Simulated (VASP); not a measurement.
A run of VASP 6.6.1:

File INCAR:

```
PREC = Accurate
ENCUT = 520
EDIFF = 1E-6
ISMEAR = 0
SIGMA = 0.05
LREAL = False
LASPH = True
NELM = 100
ALGO = Normal
ISIF = 2
LWAVE = False
LCHARG = False
GGA = PS
NBANDS = 24
```

KPOINTS

```
regular mesh
0
Gamma
  9 9 8
```

POSCAR

```
Al3Cu2
1.0
    4.0919516368      0.0000000000      0.0000000000
   -2.0459758184      3.5437340685      0.0000000000
    0.0000000000      0.0000000000      4.9927787000
Al Cu
3 2
Direct
    0.0000000000      0.0000000000      0.0000000000
    0.3333333300      0.6666666700      0.3499253500
    0.6666666700      0.3333333300      0.6500746500
    0.3333333300      0.6666666700      0.8395121300
    0.6666666700      0.3333333300      0.1604878700
```

Potentials or basis: VASP PAW PBE potentials, release 64 (Al, Cu).

Launch:

```sh
$ cat potpaw_PBE.64/Al/POTCAR potpaw_PBE.64/Cu/POTCAR > POTCAR
$ mpirun -np 1 vasp_std > vasp.out
```

Hardware: 1 thread of Intel(R) Xeon(R) Platinum 8375C CPU @ 2.90GHz (Ice Lake), with other jobs on the host.

**Question.** Estimate the wall time of this run.

**Answer.** Wall time 2.6 min on 1 thread of Intel(R) Xeon(R) Platinum 8375C CPU @ 2.90GHz (Ice Lake), with other jobs on the host, peak memory 0.25 GiB. Counts: scf iterations 15, k points 81.
